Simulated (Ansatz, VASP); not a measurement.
## One calculation of Ge, two programs

```
Ge
1.0
    -2.39649    2.55727    1.43695
     2.39649   -2.55727    1.43695
     2.59531    2.74446   -1.43695
Ge
2
Cartesian
  2.4462 -1.2318 1.2529
  0.1491 3.9763 0.1841
```

Change from the starting cell: strain +0.0750 x Voigt [0, 0, 0, 0, 0, 1], atoms carried along.

Alike in both runs: task single point; functional PBEsol; k mesh 20 × 20 × 20; occupations gaussian, width 0.15 eV; no spin polarisation.

|  | VASP | Ansatz |
| --- | --- | --- |
| version | VASP 6.6.1 | Ansatz 0.2.0 |
| potentials or method | VASP PAW PBE potentials, release 64 (Ge_d), cutoff 520 eV | scalar-relativistic, plane waves, PAW |
| valence electrons in the cell | 28 | 28 |

VASP gave:

- gap on the k mesh at the Fermi level (eV): none
- pressure (GPa): -2.2
- traceless stress, the component that is largest in VASP (GPa): -3.30
- rms of the force components (eV/Å): 0.023

Q: What did Ansatz give for the same quantities?

A: gap on the k mesh at the Fermi level (eV): none; pressure (GPa): -2.3; traceless stress, the component that is largest in VASP (GPa): -3.30; rms of the force components (eV/Å): 0.022.

VASP's potentials were made for PBE, not for PBEsol. Atom by atom the forces differ by 0.001 eV/Å (rms over components). A gap of «none» marks a metal or a gap that the smearing closes. With one functional, cell and mesh, what is left measures potentials, basis and numerics.
